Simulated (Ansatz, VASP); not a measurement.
# Mg: VASP beside Ansatz

INCAR

```
PREC = Accurate
ENCUT = 520
EDIFF = 1E-7
ISMEAR = 0
SIGMA = 0.15
LREAL = F
LASPH = T
NELM = 60
ALGO = Normal
ISIF = 2
LWAVE = F
LCHARG = T
GGA = PE
LELF = T
LVHAR = T
NBANDS = 7
```

File KPOINTS:

```
Automatic mesh
0
Gamma
  20 20 20
```

Contents of POSCAR:

```
Mg
1.0
   -1.8455552300      1.8455552300      1.8213784565
    1.8455552300     -1.8455552300      1.8213784565
    1.8455552300      1.8455552300     -1.8213784565
Mg
1
Direct
    0.0000000000      0.0000000000      0.0000000000
```

Input for Ansatz:

```yaml
crystal:
  lattice:
    - [-1.84555523, 1.84555523, 1.8213784565]
    - [1.84555523, -1.84555523, 1.8213784565]
    - [1.84555523, 1.84555523, -1.8213784565]
  atoms:
    - { symbol: Mg, position: [0.0, 0.0, 0.0] }
basis:
  ecutwfc: 520.0
kpoints:
  mp_grid: { grid: [20, 20, 20] }
hamiltonian:
  xc: pbe
  pseudopotentials: { kind: paw }
scf:
  occupations: { method: gaussian, width: 0.15 }
output:
  forces: true
  stress: true
  eigenvalues: true
```

Alike in both runs: task single point; functional PBE; k mesh 20 × 20 × 20; occupations gaussian, width 0.15 eV; no spin polarisation.

|  | VASP | Ansatz |
| --- | --- | --- |
| version | VASP 6.6.1 | Ansatz 0.2.0 |
| potentials or method | VASP PAW PBE potentials, release 64 (Mg), cutoff 520 eV | scalar-relativistic, plane waves, PAW |
| valence electrons in the cell | 2 | 10 |

|  | VASP | Ansatz | Ansatz less VASP |
| --- | --- | --- | --- |
| gap on the k mesh at the Fermi level (eV) | none | none | - |
| pressure (GPa) | -2.5 | -2.4 | +0.12 |

A gap of «none» marks a metal or a gap that the smearing closes. With one functional, cell and mesh, what is left measures potentials, basis and numerics. VASP's potentials hold 2 valence electrons a cell and Ansatz's 10, so a difference there can come from the potentials and not from the codes.
